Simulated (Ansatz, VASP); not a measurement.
# One calculation of K4Sn, two programs

```
CELL_PARAMETERS angstrom
-4.18798 4.18798 4.18798
4.18798 -4.18798 4.18798
4.18798 4.18798 -4.18798
ATOMIC_POSITIONS crystal
K 0.50362 0.50362 0.50362
K 0.49638 0.00000 0.00000
K 0.00000 0.00000 0.49638
K 0.00000 0.49638 0.00000
Sn 0.00000 0.00000 0.00000
```

Alike in both runs: functional PBE; k mesh 4 × 4 × 4; occupations gaussian, width 0.1 eV; no spin polarisation.

Ansatz relaxed the structure, and its values are those at the end. VASP's run is a single point on that final structure, the one shown.

|  | VASP | Ansatz |
| --- | --- | --- |
| version | VASP 6.6.1 | Ansatz 0.2.0 |
| potentials or method | VASP PAW PBE potentials, release 64 (K_sv, Sn_d), cutoff 520 eV | scalar-relativistic, plane waves, PAW |
| valence electrons in the cell | 50 | 50 |

Ansatz gave:

| Quantity | Value |
| --- | --- |
| gap on the k mesh at the Fermi level (eV) | none |
| pressure (GPa) | 0.3 |
| rms of the force components (eV/Å) | 0.013 |

**Question.** Which values does VASP return?

**Answer.** gap on the k mesh at the Fermi level (eV): none; pressure (GPa): 0.2; rms of the force components (eV/Å): 0.013.

A gap of «none» marks a metal or a gap that the smearing closes.
